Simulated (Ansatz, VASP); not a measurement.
**One calculation of BP, two programs**

The input INCAR:

```
PREC = Accurate ; ENCUT = 500
EDIFF = 1E-6 ; ISMEAR = 0
SIGMA = 0.05 ; LREAL = F
LASPH = T ; NELM = 120
ALGO = Normal ; ISIF = 2
LWAVE = F ; LCHARG = F
GGA = PE ; NBANDS = 11
GGA_COMPAT = F
```

File KPOINTS:

```
regular mesh
0
Gamma
  6 6 6
```

POSCAR

```
BP
1.0
    0.0000000000      2.4699044516      2.4699044516
    2.4699044516      0.0000000000      2.4699044516
    2.4699044516      2.4699044516      0.0000000000
B P
1 1
Direct
    0.0000000000      0.0000000000      0.0000000000
    0.2500000000      0.2500000000      0.2500000000
```

Input for Ansatz:

```yaml
crystal:
  lattice:
    - [0.0, 2.4699044516, 2.4699044516]
    - [2.4699044516, 0.0, 2.4699044516]
    - [2.4699044516, 2.4699044516, 0.0]
  atoms:
    - { symbol: B, position: [0.0, 0.0, 0.0] }
    - { symbol: P, position: [0.25, 0.25, 0.25] }
basis:
  ecutwfc: 420
kpoints:
  mp_grid: { grid: [6, 6, 6] }
hamiltonian:
  xc: pbe
scf:
  occupations: { method: gaussian, width: 0.05 }
output:
  forces: true
  stress: true
  eigenvalues: true
```

Alike in both runs: task single point; functional PBE; k mesh 6 × 6 × 6; occupations gaussian, width 0.05 eV; no spin polarisation.

|  | VASP | Ansatz |
| --- | --- | --- |
| version | VASP 6.6.1 | Ansatz 0.2.0 |
| potentials or method | VASP PAW PBE potentials, release 64 (B, P), cutoff 500 eV | scalar-relativistic, plane waves, PAW |
| valence electrons in the cell | 8 | 8 |

Ansatz gave:

| Property | Result |
| --- | --- |
| gap on the k mesh at the Fermi level (eV) | 1.61 |
| least direct gap on the mesh (eV) | 3.12 |
| pressure (GPa) | -24.6 |

Task: Estimate VASP's values.

Result: gap on the k mesh at the Fermi level (eV): 1.61; least direct gap on the mesh (eV): 3.12; pressure (GPa): -24.7.
